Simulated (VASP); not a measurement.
Here is a VASP 6.6.1 calculation.

File INCAR:

```
PREC     = Accurate       # precision mode
ENCUT    = 520            # plane-wave cutoff, eV
EDIFF    = 1E-7           # SCF threshold, eV
ISMEAR   = 0              # smearing method
SIGMA    = 0.1            # smearing width, eV
LREAL    = F              # projectors in reciprocal space
LASPH    = T              # aspherical terms in the spheres
NELM     = 80             # most SCF steps
ALGO     = Normal         # electronic algorithm
ISIF     = 2              # what is computed and relaxed
LWAVE    = F              # write WAVECAR
LCHARG   = F              # write CHGCAR
LDIPOL   = T            
IDIPOL   = 3            
DIPOL    = 0.5 0.5 0.387
GGA      = PE             # functional
IVDW     = 12             # dispersion correction
NBANDS   = 36             # bands
```

The input KPOINTS:

```
Automatic mesh
0
Gamma
  9 9 1
```

The input POSCAR:

```
Ge
1.0
    4.0226895355      0.0000000000      0.0000000000
   -2.0113447678      3.4837513293      0.0000000000
    0.0000000000      0.0000000000     18.8685220287
Ge
4
Direct
    0.3333333333      0.6666666667      0.2747571329
    0.6666666667      0.3333333333      0.2384924475
    0.6666666667      1.2222222222      0.5362646853
    1.0000000000      0.8888888889      0.5000000000
```

Potentials or basis: VASP PAW PBE potentials, release 64 (Ge_d).

Command:

```sh
$ cat potpaw_PBE.64/Ge_d/POTCAR > POTCAR
$ mpirun -np 1 vasp_std > vasp.out
```

Question: Predict the dispersion energy per atom.

Answer: -0.190 eV.

Question: What does it give for the band gap on the k mesh?

Answer: 0.15 eV.

Question: What does it give for the largest force?

Answer: 0.103 eV/Å.

Forces on the atoms (eV/Å):
```
Ge  -0.008  0.010  0.102
Ge   0.001 -0.002  0.027
Ge  -0.001  0.002 -0.027
Ge   0.008 -0.010 -0.102
```

Caveat: the cell differs from its parent crystal (layers slid over each other); semilocal functionals underestimate gaps, and a narrow one can read as zero.
